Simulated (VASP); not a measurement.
AlAs: single point with PBE

Crystal: AlAs.

```
Al As
1.0
     0.00000    2.86335    2.86335
     2.86335    0.00000    2.86335
     2.86335    2.86335    0.00000
Al As
1 1
Direct
  0.00000 0.00000 0.00000
  0.75000 0.75000 0.75000
```

```yaml
Program: VASP 6.6.1
Task: single point
Functional: PBE
Potentials_or_basis: VASP PAW PBE potentials, release 64 (Al, As)
Cutoff: 500 eV
k_mesh: 6 × 6 × 6
Occupations: gaussian, width 0.1 eV
Spin: no spin polarisation
```

The pressure is 0.2 GPa and the band gap on the k mesh is 1.49 eV, indirect (least direct gap 1.79 eV).

Levels at points of the mesh, in eV from the valence-band top:
```
           k point  band 1  band 2  band 3  band 4  band 5  band 6  band 7  band 8  band 9
(0.00, 0.00, 0.00)  -11.67    0.00    0.00    0.00    1.79    4.22    4.22    4.22    8.68
(0.50, 0.00, 0.00)  -10.33   -5.42   -0.80   -0.80    2.01    4.65    4.65    7.68   10.91
(0.50, 0.50, 0.00)   -9.81   -5.32   -2.10   -2.10    1.49    2.29   10.06   10.06   11.40
```

Run time: 17 s on 1 thread of Intel Xeon 8259CL, with other jobs on the host, peak memory 0.16 GiB.

A k mesh can miss the band edges. Expect the measured gap to be larger: semilocal functionals such as PBE lack the derivative discontinuity.
